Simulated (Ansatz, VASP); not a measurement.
# Two plane-wave programs on AlGa3As4

Contents of INCAR:

```
  ALGO = Normal
  EDIFF = 1E-7
  EDIFFG = -0.04
  ENCUT = 600
  GGA = PE
  IBRION = 2
  ISIF = 3
  ISMEAR = 0
  LASPH = True
  LCHARG = False
  LREAL = False
  LWAVE = False
  NELM = 100
  NSW = 90
  PREC = Accurate
  SIGMA = 0.1
```

KPOINTS

```
k-points
0
Gamma
  4 4 2
```

Contents of POSCAR:

```
AlGa3As4
1.0
    3.8919921500      0.0000000000      0.0000000000
    0.0000000000      3.8919921500      0.0000000000
    0.0000000000      0.0000000000     11.0082161600
Al Ga As
1 3 4
Direct
    0.0000000000      0.0000000000      0.5000000000
    0.0000000000      0.0000000000      0.0000000000
    0.5000000000      0.5000000000      0.2500000000
    0.5000000000      0.5000000000      0.7500000000
    0.5000000000      0.0000000000      0.3750000000
    0.0000000000      0.5000000000      0.6250000000
    0.5000000000      0.0000000000      0.8750000000
    0.0000000000      0.5000000000      0.1250000000
```

Input for Ansatz:

```yaml
crystal:
  lattice:
    - [3.89199215, 0.0, 0.0]
    - [0.0, 3.89199215, 0.0]
    - [0.0, 0.0, 11.00821616]
  atoms:
    - { symbol: Al, position: [0.0, 0.0, 0.5] }
    - { symbol: Ga, position: [0.0, 0.0, 0.0] }
    - { symbol: Ga, position: [0.5, 0.5, 0.25] }
    - { symbol: Ga, position: [0.5, 0.5, 0.75] }
    - { symbol: As, position: [0.5, 0.0, 0.375] }
    - { symbol: As, position: [0.0, 0.5, 0.625] }
    - { symbol: As, position: [0.5, 0.0, 0.875] }
    - { symbol: As, position: [0.0, 0.5, 0.125] }
basis:
  ecutwfc: 420
kpoints:
  mp_grid: { grid: [4, 4, 2] }
hamiltonian:
  xc: pbe
scf:
  occupations: { method: gaussian, width: 0.1 }
  lower_state_search: "off"
output:
  forces: true
  stress: true
  eigenvalues: true
relax:
  adjacent_minimum: "off"
  f_tol: 0.04
  max_steps: 70
  cell: { stress_tol: 0.4 }
```

Alike in both runs: task relaxation of cell and atoms; functional PBE; k mesh 4 × 4 × 2; occupations gaussian, width 0.1 eV; no spin polarisation.

```csv
,VASP,Ansatz
version,VASP 6.6.1,Ansatz 0.2.0
potentials or method,"VASP PAW PBE potentials, release 64 (Al, Ga_d, As), cutoff 600 eV","scalar-relativistic, plane waves, PAW"
valence electrons in the cell,62,102
```

|  | VASP | Ansatz | Ansatz less VASP |
| --- | --- | --- | --- |
| gap on the k mesh at the Fermi level, each at its own relaxed structure (eV) | 0.45 | 0.52 | +0.074 |
| relaxed volume (Å³/atom) | 23.79 | 23.54 | -0.244 |
| relaxed cell length with the largest relative difference (Å) | 4.089 | 4.074 | -0.0160 |

VASP's potentials hold 62 valence electrons a cell and Ansatz's 102, so a difference there can come from the potentials and not from the codes.
